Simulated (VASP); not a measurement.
# H (P4/mmm) in VASP: a series of runs

Runs on H. Level: PBE+D3(BJ). Tasks: single point.

Program: VASP 6.6.1. These are calculated values, not measurements. Logs are shortened: lines on timing, memory, paths and dates and some standing lists are left out, and cuts for length are marked.

**1. The cell of the first run**

It takes space group P4/mmm (No. 123, tetragonal). The conventional cell has a = 2.517 Å, b = 2.517 Å, c = 0.956 Å, α = 90.00°, β = 90.00°, γ = 90.00°. Within 1.3 Å of H (site symmetry 4/mmm) lie 2 H at 0.96 Å.

**2. Single point, PBE+D3(BJ) (strain -0.050 along x and y, -0.025 along z)**

Input file INCAR:

```
ALGO = Normal
EDIFF = 1E-6
ENCUT = 520
GGA = PE
ISIF = 2
ISMEAR = 0
IVDW = 12
LASPH = True
LCHARG = False
LREAL = False
LWAVE = False
NBANDS = 6
NELM = 80
PREC = Accurate
SIGMA = 0.05
```

Input file KPOINTS:

```
k-points
0
Gamma
  10 10 26
```

Input file POSCAR:

```
H
1.0
    2.5171568020      0.0000000000      0.0000000000
    0.0000000000      2.5171568020      0.0000000000
    0.0000000000      0.0000000000      0.9559805970
H
1
Direct
    0.0000000000      0.0000000000      0.5000000000
```

Potentials or basis: VASP PAW PBE potentials, release 64 (H).

Started as:

```console
> cat potpaw_PBE.64/H/POTCAR > POTCAR
> mpirun -np 1 vasp_std > vasp.out
```

OUTCAR:

```text
EDIFF = 1E-6
   ENCUT = 520
   GGA = PE
   ISIF = 2
   ISMEAR = 0
   IVDW = 12
   LASPH = True
   LREAL = False
   NELM = 80
   PREC = Accurate
 IVDW          = 12

 ion  position               nearest neighbor table
   1  0.000  0.000  0.500-

  LATTYP: Found a simple tetragonal cell.
 ALAT       =     2.5171568020
 C/A-ratio  =     0.3797858744

  Lattice vectors:

 A1 = (   2.5171568020,   0.0000000000,   0.0000000000)
 A2 = (   0.0000000000,   2.5171568020,   0.0000000000)
 A3 = (   0.0000000000,   0.0000000000,   0.9559805970)

Analysis of symmetry for initial positions (statically):
=====================================================================
 Subroutine PRICEL returns:
 Original cell was already a primitive cell.

 Routine SETGRP: Setting up the symmetry group for a
 simple tetragonal supercell.

 Subroutine GETGRP returns: Found 16 space group operations
 (whereof 16 operations were pure point group operations)
 out of a pool of 16 trial point group operations.

The static configuration has the point symmetry D_4h.

Analysis of symmetry for dynamics (positions and initial velocities):
=====================================================================
 Subroutine PRICEL returns:
 Original cell was already a primitive cell.

 Routine SETGRP: Setting up the symmetry group for a
 simple tetragonal supercell.

 Subroutine GETGRP returns: Found 16 space group operations
 (whereof 16 operations were pure point group operations)
 out of a pool of 16 trial point group operations.

The dynamic configuration has the point symmetry D_4h.

 Subroutine INISYM returns: Found 16 space group operations
 (whereof 16 operations are pure point group operations),
 and found     1 'primitive' translations

----------------------------------------------------------------------------------------

                                     Primitive cell

  volume of cell :       6.0572

  direct lattice vectors                    reciprocal lattice vectors
     2.517156802  0.000000000  0.000000000     0.397273622  0.000000000  0.000000000
     0.000000000  2.517156802  0.000000000     0.000000000  0.397273622  0.000000000
     0.000000000  0.000000000  0.955980597     0.000000000  0.000000000  1.046046335

  length of vectors
     2.517156802  2.517156802  0.955980597     0.397273622  0.397273622  1.046046335

  position of ions in fractional coordinates (direct lattice)
[... 76 lines left out ...]
   NELM   =     80;   NELMIN=  2; NELMDL= -5     # of ELM steps
   EDIFF  = 0.1E-05   stopping-criterion for ELM
   LREAL  =      F    real-space projection
   EDIFFG = 0.1E-04   stopping-criterion for IOM
   NSW    =      0    number of steps for IOM
   IBRION =     -1    ionic relax: 0-MD 1-quasi-New 2-CG
   NFREE  =      0    steps in history (QN), initial steepest desc. (CG)
   ISIF   =      2    stress and relaxation
   ISYM   =      2    0-nonsym 1-usesym 2-fastsym
   POTIM  = 0.5000    time-step for ionic-motion
   TEBEG  =    0.0;   TEEND  =   0.0 temperature during run
   PSTRESS=    0.0 pullay stress
   NELECT =       1.0000    total number of electrons
   NUPDOWN=      -1.0000    fix difference up-down
   EMIN   =  10.00;   EMAX   =-10.00  energy-range for DOS
   EFERMI =   0.00;   METHOD = LEGACY
   ISMEAR =     0;   SIGMA  =   0.05  broadening in eV -4-tet -1-fermi 0-gaus
   EFERMI_NEDOS =   21; number of points for ismear=-14 and -15
   IALGO  =     38    algorithm
   IMIX   =      4    mixing-type and parameters
     AMIX     =   0.40;   BMIX     =  1.00
     AMIX_MAG =   1.60;   BMIX_MAG =  1.00
  volume/ion in A,a.u.               =       6.06        40.88
  Fermi-wavevector in a.u.,A,eV,Ry     =   0.898087  1.697138 10.973913  0.806560
  Thomas-Fermi vector in A             =   2.020752
   LORBIT       =      0    0 simple, 1 ext, 2 COOP (PROOUT), +10 PAW based schemes
   GGA     = PE    functional components
   LHFCALC =     F    Hartree Fock is set to
   AEXX    =    0.0000 exact exchange contribution
   IVDW    =    12    specifies the selected vdW correction
   LEPSILON=     F    determine dielectric tensor
   LRPA    =     F    only Hartree local field effects (RPA)
 non-spin polarized calculation
 Gauss-broadening in eV      SIGMA  =   0.05
  energy-cutoff  :      520.00
  volume of cell :        6.06
 maximum number of plane-waves:       180
 NGX is ok and might be reduce to    20
   NGX =  9   NGY =  9   NGZ =  3

 number of electron       1.0000000 magnetization

 Free energy of the ion-electron system (eV)
  ---------------------------------------------------
  ext. energy  EPLUGINS =         0.00000000
  ---------------------------------------------------
  free energy    TOTEN  =        -2.99863431 eV

  energy without entropy =       -2.99859921  energy(sigma->0) =       -2.99861676

 E-fermi :  -0.9211     XC(G=0):  -7.2203

 val. band max:       -0.9449234420   @ k =   0.0000   0.0000   0.2692
 cond. band min:      -0.8969343858   @ k =   0.5000   0.5000   0.2308
 fundamental gap:      0.0479890561
 Fermi energy:        -0.9210839537

 k-point     1 :       0.0000    0.0000    0.0000
  band No.  band energies     occupation
      1     -12.7521      2.00000
      2       9.9288      0.00000
      3      16.0987      0.00000
      4      16.0987      0.00000
      5      19.2334      0.00000
      6      39.1187      0.00000
[... 199 lines left out ...]
 k-point    24 :       0.2000    0.0000    0.0385
  band No.  band energies     occupation
      1     -11.9870      2.00000
      2       6.5417      0.00000
      3      15.6612      0.00000
      4      17.1569      0.00000
      5      26.7701      0.00000
      6      32.0168      0.00000

 [... further k-points ...]

------------------------ aborting loop because EDIFF is reached ----------------------------------------

 Edisp (eV)   -0.07736

 E8    (eV) :    -0.0139

  FORCE on cell =-STRESS in cart. coord.  units (eV):
  Direction    XX          YY          ZZ          XY          YZ          ZX
  --------------------------------------------------------------------------------------
  -------------------------------------------------------------------------------------
  Total       0.06078     0.06078     0.59171     0.00000     0.00000     0.00000
  in kB      16.07801    16.07801   156.51148     0.00000     0.00000     0.00000
  external pressure =       62.89 kB  Pullay stress =        0.00 kB

 VOLUME and BASIS-vectors are now :
 -----------------------------------------------------------------------------
  energy-cutoff  :      520.00
  volume of cell :        6.06
      direct lattice vectors                 reciprocal lattice vectors
     2.517156802  0.000000000  0.000000000     0.397273622  0.000000000  0.000000000
     0.000000000  2.517156802  0.000000000     0.000000000  0.397273622  0.000000000
     0.000000000  0.000000000  0.955980597     0.000000000  0.000000000  1.046046335

 POSITION                                       TOTAL-FORCE (eV/Angst)
 -----------------------------------------------------------------------------------
      0.00000      0.00000      0.47799         0.000000      0.000000      0.000000
 -----------------------------------------------------------------------------------
    total drift:                               -0.000000      0.000000     -0.000000

  FREE ENERGIE OF THE ION-ELECTRON SYSTEM (eV)
  ---------------------------------------------------
  free  energy   TOTEN  =        -3.0759902894 eV

  energy  without entropy=       -3.0759551915  energy(sigma->0) =       -3.07597274
```

OSZICAR:

```text
N       E                     dE             d eps       ncg     rms          rms(c)
DAV:   1    -0.302099236615E+01   -0.30210E+01   -0.24433E+02  3846   0.723E+01
DAV:   2    -0.309773900744E+01   -0.76747E-01   -0.76747E-01  4716   0.525E+00
DAV:   3    -0.309777395916E+01   -0.34952E-04   -0.34951E-04  4086   0.101E-01
DAV:   4    -0.309777396827E+01   -0.91078E-08   -0.92088E-08  5088   0.140E-03
DAV:   5    -0.309777396834E+01   -0.73282E-10   -0.18275E-11  3858   0.154E-05    0.195E+00
DAV:   6    -0.303060234480E+01    0.67172E-01   -0.20088E-02  3804   0.461E-01    0.115E+00
DAV:   7    -0.299738474271E+01    0.33218E-01   -0.45300E-02  3978   0.754E-01    0.104E-01
DAV:   8    -0.299861762361E+01   -0.12329E-02   -0.10479E-03  3816   0.137E-01    0.105E-02
DAV:   9    -0.299863175934E+01   -0.14136E-04   -0.14879E-05  4668   0.194E-02    0.349E-03
DAV:  10    -0.299863430937E+01   -0.25500E-05   -0.26334E-06  3888   0.844E-03    0.343E-04
DAV:  11    -0.299863430837E+01    0.99636E-09   -0.37109E-09  3342   0.404E-04
   1 F= -.30759903E+01 E0= -.30759727E+01  d E =-.350979E-04
```

stdout:

```text
POSCAR found type information on POSCAR H
 POSCAR found :  1 types and       1 ions
 scaLAPACK will be used
 LDA part: xc-table for (Slater+PW92), standard interpolation
 POSCAR, INCAR and KPOINTS ok, starting setup
 FFT: planning ... GRIDC
 FFT: planning ... GRID_SOFT
 FFT: planning ... GRID
 WAVECAR not read
 entering main loop
```

Run time: 6.1 s. Hardware: 1 thread of Intel Xeon 6975P-C, shared host; peak memory 0.12 GiB.

Results:

* Free energy: -3.0760 eV
* Pressure: 6.3 GPa
* Dispersion energy per atom: -0.077 eV

Caveat: the cell differs from its parent crystal (strain -0.050 along x and y, -0.025 along z); pairwise dispersion overbinds metals, which lowers pressure and volume.

**3. Single point, PBE+D3(BJ) (strain -0.050 along x and y, +0.025 along z)**

Input file INCAR:

```
SYSTEM = H
PREC = Accurate ; ENCUT = 520
EDIFF = 1E-6 ; ISMEAR = 0
SIGMA = 0.05 ; LREAL = .FALSE.
LASPH = .TRUE. ; NELM = 80
ALGO = Normal ; ISIF = 2
LWAVE = .FALSE. ; LCHARG = .TRUE.
GGA = PE ; IVDW = 12
LELF = .TRUE. ; LVHAR = .TRUE.
NBANDS = 6
```

Input file KPOINTS:

```
regular mesh
0
G
  10 10 26
  0 0 0
```

POSCAR: that of step 2 with these lines changed.

```diff
@@ -4,3 +4,3 @@
     0.0000000000      2.5171568020      0.0000000000
-    0.0000000000      0.0000000000      0.9559805970
+    0.0000000000      0.0000000000      1.0050052430
 H
```

Potentials or basis: VASP PAW PBE potentials, release 64 (H).

Started as:

```console
> cat potpaw_PBE.64/H/POTCAR > POTCAR
> mpirun -np 1 vasp_std > vasp.out
```

It took 6.4 s on 1 thread of Intel Xeon 6975P-C, shared host; peak memory 0.12 GiB.

It converged, with:

- Free energy: -3.0823 eV
- Pressure: -1.9 GPa
- Dispersion energy per atom: -0.082 eV

Stress tensor (GPa, compression positive):
```
 0.72  0.00  0.00
 0.00  0.72  0.00
 0.00  0.00 -7.28
```

Levels at points of the mesh, in eV from the Fermi level:
```csv
k point,band 1,band 2,band 3
"(0.00, 0.00, 0.00)",-10.89,11.61,17.66
"(0.50, 0.00, 0.00)",-9.01,3.03,18.82
"(0.50, 0.50, 0.00)",-7.51,7.36,7.36
"(0.00, 0.00, 0.50)",22.38,29.67,46.49
"(0.50, 0.00, 0.50)",23.56,32.54,40.07
"(0.50, 0.50, 0.50)",24.50,34.95,44.29
```

Caveat: the cell differs from its parent crystal (strain -0.050 along x and y, +0.025 along z); pairwise dispersion overbinds metals, which lowers pressure and volume.

**4. Single point, PBE+D3(BJ) (strain -0.025 along x and y, -0.050 along z)**

Input file INCAR:

```
SYSTEM = H
  PREC = Accurate
  ENCUT = 520
  EDIFF = 1E-6
  ISMEAR = 0
  SIGMA = 0.05
  LREAL = .FALSE.
  LASPH = .TRUE.
  NELM = 80
  ALGO = Normal
  ISIF = 2
  LWAVE = .FALSE.
  LCHARG = .FALSE.
  GGA = PE
  IVDW = 12
  NBANDS = 6
```

Input file KPOINTS:

```
Automatic mesh
0
G
  10 10 26
  0 0 0
```

Input file POSCAR:

```
H
1.0
    2.5833977704      0.0000000000      0.0000000000
    0.0000000000      2.5833977704      0.0000000000
    0.0000000000      0.0000000000      0.9314682740
H
1
Direct
    0.0000000000      0.0000000000      0.5000000000
```

Potentials or basis: VASP PAW PBE potentials, release 64 (H).

Started as:

```console
> cat potpaw_PBE.64/H/POTCAR > POTCAR
> mpirun -np 1 vasp_std > vasp.out
```

OUTCAR:

```text
SYSTEM = H
   PREC = Accurate
   ENCUT = 520
   EDIFF = 1E-6
   ISMEAR = 0
   LREAL = .FALSE.
   LASPH = .TRUE.
   NELM = 80
   ISIF = 2
   GGA = PE
   IVDW = 12
 IVDW          = 12

 ion  position               nearest neighbor table
   1  0.000  0.000  0.500-

  LATTYP: Found a simple tetragonal cell.
 ALAT       =     2.5833977704
 C/A-ratio  =     0.3605593706

  Lattice vectors:

 A1 = (   2.5833977704,   0.0000000000,   0.0000000000)
 A2 = (   0.0000000000,   2.5833977704,   0.0000000000)
 A3 = (   0.0000000000,   0.0000000000,   0.9314682740)

Analysis of symmetry for initial positions (statically):
=====================================================================
 Subroutine PRICEL returns:
 Original cell was already a primitive cell.

 Routine SETGRP: Setting up the symmetry group for a
 simple tetragonal supercell.

 Subroutine GETGRP returns: Found 16 space group operations
 (whereof 16 operations were pure point group operations)
 out of a pool of 16 trial point group operations.

The static configuration has the point symmetry D_4h.

Analysis of symmetry for dynamics (positions and initial velocities):
=====================================================================
 Subroutine PRICEL returns:
 Original cell was already a primitive cell.

 Routine SETGRP: Setting up the symmetry group for a
 simple tetragonal supercell.

 Subroutine GETGRP returns: Found 16 space group operations
 (whereof 16 operations were pure point group operations)
 out of a pool of 16 trial point group operations.

The dynamic configuration has the point symmetry D_4h.

 Subroutine INISYM returns: Found 16 space group operations
 (whereof 16 operations are pure point group operations),
 and found     1 'primitive' translations

[... 106 lines left out ...]
   EFERMI =   0.00;   METHOD = LEGACY
   ISMEAR =     0;   SIGMA  =   0.05  broadening in eV -4-tet -1-fermi 0-gaus
   EFERMI_NEDOS =   21; number of points for ismear=-14 and -15
   IALGO  =     38    algorithm
   IMIX   =      4    mixing-type and parameters
     AMIX     =   0.40;   BMIX     =  1.00
     AMIX_MAG =   1.60;   BMIX_MAG =  1.00
  volume/ion in A,a.u.               =       6.22        41.95
  Fermi-wavevector in a.u.,A,eV,Ry     =   0.890344  1.682507 10.785513  0.792713
  Thomas-Fermi vector in A             =   2.012023
   LORBIT       =      0    0 simple, 1 ext, 2 COOP (PROOUT), +10 PAW based schemes
   GGA     = PE    functional components
   LHFCALC =     F    Hartree Fock is set to
   AEXX    =    0.0000 exact exchange contribution
   IVDW    =    12    specifies the selected vdW correction
   LEPSILON=     F    determine dielectric tensor
   LRPA    =     F    only Hartree local field effects (RPA)
 non-spin polarized calculation
 Gauss-broadening in eV      SIGMA  =   0.05
  energy-cutoff  :      520.00
  volume of cell :        6.22
 maximum number of plane-waves:       180
 NGX is ok and might be reduce to    20
   NGX =  9   NGY =  9   NGZ =  3

 number of electron       1.0000000 magnetization

 Free energy of the ion-electron system (eV)
  ---------------------------------------------------
  ext. energy  EPLUGINS =         0.00000000
  ---------------------------------------------------
  free energy    TOTEN  =        -2.99165889 eV

  energy without entropy =       -2.99165889  energy(sigma->0) =       -2.99165889

 E-fermi :  -0.8390     XC(G=0):  -7.0371

 val. band max:       -1.0380257359   @ k =   0.5000   0.5000   0.2308
 cond. band min:      -0.4753925286   @ k =   0.0000   0.0000   0.2692
 fundamental gap:      0.5626332073
 Fermi energy:        -0.8390194375

 k-point     1 :       0.0000    0.0000    0.0000
  band No.  band energies     occupation
      1     -12.9207      2.00000
      2       8.9802      0.00000
      3      15.0648      0.00000
      4      15.0648      0.00000
      5      18.2417      0.00000
      6      36.9813      0.00000
[... 199 lines left out ...]
 k-point    24 :       0.2000    0.0000    0.0385
  band No.  band energies     occupation
      1     -12.2070      2.00000
      2       5.9778      0.00000
      3      14.6475      0.00000
      4      16.0840      0.00000
      5      25.2817      0.00000
      6      30.2995      0.00000

 [... further k-points ...]

------------------------ aborting loop because EDIFF is reached ----------------------------------------

 Edisp (eV)   -0.06450

 E8    (eV) :    -0.0116

  FORCE on cell =-STRESS in cart. coord.  units (eV):
  Direction    XX          YY          ZZ          XY          YZ          ZX
  --------------------------------------------------------------------------------------
  -------------------------------------------------------------------------------------
  Total       0.04029     0.04029     1.18129     0.00000     0.00000    -0.00000
  in kB      10.38363    10.38363   304.45086     0.00000     0.00000    -0.00000
  external pressure =      108.41 kB  Pullay stress =        0.00 kB

 VOLUME and BASIS-vectors are now :
 -----------------------------------------------------------------------------
  energy-cutoff  :      520.00
  volume of cell :        6.22
      direct lattice vectors                 reciprocal lattice vectors
     2.583397770  0.000000000  0.000000000     0.387087119  0.000000000  0.000000000
     0.000000000  2.583397770  0.000000000     0.000000000  0.387087119  0.000000000
     0.000000000  0.000000000  0.931468274     0.000000000  0.000000000  1.073573870

 POSITION                                       TOTAL-FORCE (eV/Angst)
 -----------------------------------------------------------------------------------
      0.00000      0.00000      0.46573         0.000000      0.000000      0.000000
 -----------------------------------------------------------------------------------
    total drift:                                0.000000      0.000000     -0.000000

  FREE ENERGIE OF THE ION-ELECTRON SYSTEM (eV)
  ---------------------------------------------------
  free  energy   TOTEN  =        -3.0561633154 eV

  energy  without entropy=       -3.0561633154  energy(sigma->0) =       -3.05616332
```

stdout:

```text
POSCAR found type information on POSCAR H
 POSCAR found :  1 types and       1 ions
 scaLAPACK will be used
 LDA part: xc-table for (Slater+PW92), standard interpolation
 POSCAR, INCAR and KPOINTS ok, starting setup
 FFT: planning ... GRIDC
 FFT: planning ... GRID_SOFT
 FFT: planning ... GRID
 WAVECAR not read
 entering main loop
```

Run time: 5.8 s. Hardware: 1 thread of Intel Xeon 6975P-C, shared host; peak memory 0.12 GiB.

Results:

```yaml
Free_energy: -3.0562 eV
Pressure: 10.8 GPa
Dispersion_energy_per_atom: -0.065 eV
```

Caveat: the cell differs from its parent crystal (strain -0.025 along x and y, -0.050 along z); pairwise dispersion overbinds metals, which lowers pressure and volume.

**5. Overview**

| cell | gap on the mesh (eV) | pressure (GPa) |
| --- | --- | --- |
| a = 2.517, b = 2.517, c = 0.956 Å, 1 atom | none | 6.3 |
| a = 2.517, b = 2.517, c = 1.005 Å, 1 atom | none | -1.9 |
| a = 2.583, b = 2.583, c = 0.931 Å, 1 atom | none | 10.8 |

Alike in all rows: task single point; level PBE+D3(BJ); potentials or basis VASP PAW PBE potentials, release 64 (H); no spin polarisation; k mesh 10 × 10 × 26; cutoff (eV) 520; smearing gaussian 0.05 eV.

Caveats: pairwise dispersion overbinds metals, which lowers pressure and volume.

Absolute energies hang on the potentials; compare differences alone.
